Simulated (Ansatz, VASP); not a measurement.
# Te: VASP beside Ansatz

```
Te
1.0
     3.38015    0.00000    0.00000
     0.00000    3.38015    0.00000
     0.00000    0.00000    3.38015
Te
1
Direct
  0.00000 0.00000 0.00000
```

Alike in both runs: task single point; functional BLYP; k mesh 11 × 11 × 11; occupations fermi-dirac, width 0.1 eV; no spin polarisation.

|  | VASP | Ansatz |
| --- | --- | --- |
| version | VASP 6.6.1 | Ansatz 0.2.0 |
| potentials or method | VASP PAW PBE potentials, release 64 (Te), cutoff 520 eV | plane waves (420 eV) with PAW, scalar-relativistic |
| valence electrons in the cell | 6 | 16 |

|  | VASP | Ansatz | Ansatz less VASP |
| --- | --- | --- | --- |
| pressure (GPa) | -2.4 | -2.5 | -0.08 |

VASP's potentials were made for PBE, not for BLYP. With one functional, cell and mesh, what is left measures potentials, basis and numerics. VASP's potentials hold 6 valence electrons a cell and Ansatz's 16, so a difference there can come from the potentials and not from the codes.

Neither program's run includes spin-orbit coupling.
